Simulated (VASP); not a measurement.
# CaO: single point with PBEsol

CaO:

```xyz
16
Lattice="0.0000 5.2135 5.2135 5.2135 0.0000 5.2135 5.2135 5.2135 0.0000" Properties=species:S:1:pos:R:3 pbc="T T T"
Ca   -0.0914   -0.1540    0.0924
Ca    2.6801    2.5019    0.0735
Ca    2.5224   -0.1222    2.5650
Ca    5.1926    2.4830    2.6467
Ca    0.1288    2.7009    2.5542
Ca    2.4620    5.5687    2.8296
Ca    2.7271    2.6400    5.0465
Ca    5.1607    5.1991    5.1677
O     1.2992    1.2433    1.1981
O     3.8880    3.7620    1.4925
O     3.8921    1.0973    3.7854
O     6.5624    3.9172    4.0266
O     1.4203    4.0458    3.9512
O     4.0231    6.7096    3.7882
O     3.9808    3.8380    6.5087
O     6.3942    6.7587    6.2252
```

```json
{
  "Program": "VASP 6.6.1",
  "Task": "single point",
  "Functional": "PBEsol",
  "Potentials or basis": "VASP PAW PBE potentials, release 64 (Ca_sv, O)",
  "Cutoff": "520 eV",
  "k mesh": "2 × 2 × 2",
  "Occupations": "fermi-dirac, width 0.112 eV",
  "Spin": "no spin polarisation",
  "Dipole correction": "no",
  "Further INCAR settings": "LREAL = Auto; ALGO = Normal; EDIFF = 1e-07; NBANDS = 78"
}
```

```json
{"Pressure": "-1.0 GPa", "Largest force": "2.083 eV/Å", "Band gap on the k mesh": "2.90 eV"}
```

Forces on the atoms (eV/Å):
```
Ca  -0.063  0.159 -0.072
Ca  -0.089  1.181  0.121
Ca   0.271 -0.129 -0.058
Ca   0.117  0.655 -0.061
Ca   0.407 -0.122  0.003
Ca   0.425 -0.917 -1.821
Ca  -0.313 -0.410  0.329
Ca   0.577  0.493 -0.167
O   -0.222 -0.290  0.321
O   -0.435  0.768 -0.050
O    0.198  0.123  0.544
O   -0.269 -0.782 -0.234
O   -0.397  0.076 -0.108
O   -0.303 -0.527  0.633
O   -0.356  0.360 -0.372
O    0.453 -0.637  0.992
```

Stress tensor (GPa, compression positive):
```
-0.55  0.55 -0.37
 0.55 -1.17 -0.45
-0.37 -0.45 -1.22
```

Levels at points of the mesh, in eV from the valence-band top:
```tsv
k point	band 61	band 62	band 63	band 64	band 65	band 66	band 67	band 68
(0.00, 0.00, 0.00)	-0.17	-0.14	-0.09	0.00	2.90	4.50	4.64	4.74
(0.50, 0.00, 0.00)	-0.31	-0.22	-0.16	-0.08	4.38	4.65	4.81	4.90
(0.00, 0.50, 0.00)	-0.26	-0.24	-0.21	-0.14	4.33	4.54	4.83	5.03
(0.00, 0.00, 0.50)	-0.33	-0.26	-0.23	-0.09	4.15	4.65	4.91	5.02
(0.50, 0.50, 0.50)	-0.31	-0.26	-0.16	-0.08	4.25	4.63	4.85	4.98
(0.50, 0.50, 0.00)	-0.32	-0.22	-0.14	-0.08	4.39	4.67	4.79	5.14
(0.00, 0.50, 0.50)	-0.34	-0.28	-0.10	-0.05	4.38	4.66	4.94	5.05
(0.50, 0.00, 0.50)	-0.30	-0.26	-0.13	-0.09	4.45	4.68	4.84	5.06
```

It took 12 min on 1 thread of Oxide Virtual Turin-like Processor, with other jobs on the host, peak memory 0.43 GiB.

Caveat: the k points lie up to 0.52 Å⁻¹ apart; the structure was generated, so it needn't be the stable form of CaO; the PAW data sets were made with another functional, which shifts forces and pressure a little.
